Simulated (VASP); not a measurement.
Wanted: the native input for a VASP 6.6.1 run.

* Task: single point
* Functional: PBE
* Potentials or basis: VASP PAW PBE potentials, release 64 (Li_sv, Cl)
* Cutoff: 520 eV
* k mesh: 8 × 8 × 8
* Occupations: fermi-dirac, width 0.02 eV
* Spin: no spin polarisation
* Dipole correction: no
* Further INCAR settings: ALGO = Normal; EDIFF = 1e-06; NBANDS = 12

The structure of LiCl lies in POSCAR:

```
LiCl
1.0
    0.0000000000      2.4537955149      2.4537955149
    2.4537955149      0.0000000000      2.4537955149
    2.4537955149      2.4537955149      0.0000000000
Li Cl
1 1
Direct
    0.0000000000      0.0000000000      0.0000000000
    0.5000000000      0.5000000000      0.5000000000
```

This cell differs from its parent crystal: strain -4.0%.

One way to write it, as run:

INCAR

```
PREC = Accurate
ENCUT = 520
EDIFF = 1E-6
ISMEAR = -1
SIGMA = 0.02
LREAL = False
LASPH = True
NELM = 60
ALGO = Normal
ISIF = 2
LWAVE = False
LCHARG = False
GGA = PE
NBANDS = 12
```

KPOINTS

```
regular mesh
0
Gamma
  8 8 8
```

Potentials or basis: VASP PAW PBE potentials, release 64 (Li_sv, Cl).

Launch:

```console
$ cat potpaw_PBE.64/Li_sv/POTCAR potpaw_PBE.64/Cl/POTCAR > POTCAR
$ mpirun -np 1 vasp_std > vasp.out
```

Results of the run:

* Band gap on the k mesh: 6.89 eV, indirect (least direct gap 7.18 eV)

Caveat: the cell differs from its parent crystal (strain -4.0%).

Run time: 11 s on 1 thread of AMD EPYC 7R43 64-Core Processor (Zen 3), with other jobs on the host, peak memory 0.12 GiB.
